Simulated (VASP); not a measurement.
Here is a VASP 6.6.1 calculation.

File INCAR:

```
PREC = Accurate ; ENCUT = 520
EDIFF = 1E-6 ; ISMEAR = 0
SIGMA = 0.1 ; LREAL = False
LASPH = True ; NELM = 80
ALGO = Normal ; ISIF = 2
LWAVE = False ; LCHARG = False
GGA = PS ; NBANDS = 7
```

KPOINTS

```
Automatic mesh
0
Gamma
  18 18 18
```

File POSCAR:

```
Be
1.0
   -1.6258053578      1.6258053578      1.6191036119
    1.6258053578     -1.6258053578      1.6191036119
    1.6258053578      1.6258053578     -1.6191036119
Be
1
Direct
    0.5000000000      0.5000000000      0.0000000000
```

Potentials or basis: VASP PAW PBE potentials, release 64 (Be).

Launch:

```bash
$ cat potpaw_PBE.64/Be/POTCAR > POTCAR
$ mpirun -np 1 vasp_std > vasp.out
```

Task: Predict the band gap on the k mesh.

Result: Zero (bands 1 and 2 overlap by 3.29 eV).

Task: What does it give for the pressure?

Result: -24.3 GPa.

Stress tensor (GPa, compression positive):
```
-24.18   0.00   0.00
  0.00 -24.18   0.00
  0.00   0.00 -24.50
```

Caveat: the cell differs from its parent crystal (Ca replaced by Be, lengths x 0.727, strained); the cell stands under tension; the PAW data sets were made with another functional, which shifts forces and pressure a little.
